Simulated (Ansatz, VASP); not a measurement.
# One calculation of Ti2NbC3, two programs

Contents of INCAR:

```
SYSTEM = Ti2NbC3
PREC = Accurate
ENCUT = 520
EDIFF = 1E-7
ISMEAR = 0
SIGMA = 0.1
LREAL = .False.
LASPH = .True.
NELM = 80
ALGO = Normal
ISIF = 2
LWAVE = .False.
LCHARG = .False.
GGA = PE
NBANDS = 34
```

File KPOINTS:

```
regular mesh
0
Gamma
  6 6 4
  0 0 0
```

Contents of POSCAR:

```
Ti2NbC3
1.0
    3.6613728500      0.0000000000      0.0000000000
   -1.8306864300      3.1708419000      0.0000000000
    0.0000000000      0.0000000000      6.8433690800
Ti Nb C
2 1 3
Direct
    0.6666666700      0.3333333300      0.2354539900
    0.6666666700      0.3333333300      0.7645460100
    0.0000000000      0.0000000000      0.0000000000
    0.0000000000      0.0000000000      0.5000000000
    0.3333333300      0.6666666700      0.0000000000
    0.3333333300      0.6666666700      0.5000000000
```

Input for Ansatz:

```yaml
crystal:
  lattice:
    - [3.66137285, 0.0, 0.0]
    - [-1.83068643, 3.1708419, 0.0]
    - [0.0, 0.0, 6.84336908]
  atoms:
    - { symbol: Ti, position: [0.66666667, 0.33333333, 0.23545399] }
    - { symbol: Ti, position: [0.66666667, 0.33333333, 0.76454601] }
    - { symbol: Nb, position: [0.0, 0.0, 0.0] }
    - { symbol: C, position: [0.0, 0.0, 0.5] }
    - { symbol: C, position: [0.33333333, 0.66666667, 0.0] }
    - { symbol: C, position: [0.33333333, 0.66666667, 0.5] }
basis:
  ecutwfc: 420
kpoints:
  mp_grid: { grid: [6, 6, 4] }
hamiltonian:
  xc: pbe
scf:
  occupations: { method: gaussian, width: 0.1 }
  lower_state_search: "off"
output:
  forces: true
  stress: true
  eigenvalues: true
```

Change from the starting cell: species swapped into the Ce2NiGe3 type (P-6m2, No. 187).

Alike in both runs: task single point; functional PBE; k mesh 6 × 6 × 4; occupations gaussian, width 0.1 eV; no spin polarisation.

```csv
,VASP,Ansatz
version,VASP 6.6.1,Ansatz 0.2.0
potentials or method,"VASP PAW PBE potentials, release 64 (Ti_sv, Nb_sv, C), cutoff 520 eV","scalar-relativistic, plane waves, PAW"
valence electrons in the cell,49,49
```

VASP gave:

| Quantity | Value |
| --- | --- |
| gap on the k mesh at the Fermi level (eV) | none |
| pressure (GPa) | -11.9 |
| traceless stress, the component that is largest in VASP (GPa) | 3.07 |
| rms of the force components (eV/Å) | 1.178 |

Task: Estimate Ansatz's values.

Result: gap on the k mesh at the Fermi level (eV): none; pressure (GPa): -11.9; traceless stress, the component that is largest in VASP (GPa): 2.97; rms of the force components (eV/Å): 1.176.

Atom by atom the forces differ by 0.002 eV/Å (rms over components). A gap of «none» marks a metal or a gap that the smearing closes.
